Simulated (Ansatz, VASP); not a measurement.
# B3N2: VASP beside Ansatz

```xyz
5
Lattice="3.7215 0.0000 0.0000 0.0000 3.7215 0.0000 0.0000 0.0000 3.7215" Properties=species:S:1:pos:R:3 pbc="T T T"
B     1.8607    0.0000    0.0000
B     0.0000    1.8607    0.0000
B     0.0000    0.0000    1.8607
N     1.8607    1.8607    1.8607
N     0.0000    0.0000    0.0000
```

Alike in both runs: task single point; functional PBE; k mesh 6 × 6 × 6; occupations gaussian, width 0.1 eV; collinear spin.

```csv
,VASP,Ansatz
version,VASP 6.6.1,Ansatz 0.2.0
potentials or method,"VASP PAW PBE potentials, release 64 (B, N), cutoff 520 eV","scalar-relativistic, plane waves, PAW"
valence electrons in the cell,19,19
```

VASP gave:

- gap on the k mesh at the Fermi level (eV): none
- net moment per atom (μB): 0.10
- size of the moment on the site where the two differ most (μB): 0.09

Problem. Estimate Ansatz's values.

Solution. gap on the k mesh at the Fermi level (eV): none; net moment per atom (μB): 0.10; size of the moment on the site where the two differ most (μB): 0.11.

Site moments also hang on the region over which each program counts them. A gap of «none» marks a metal or a gap that the smearing closes.
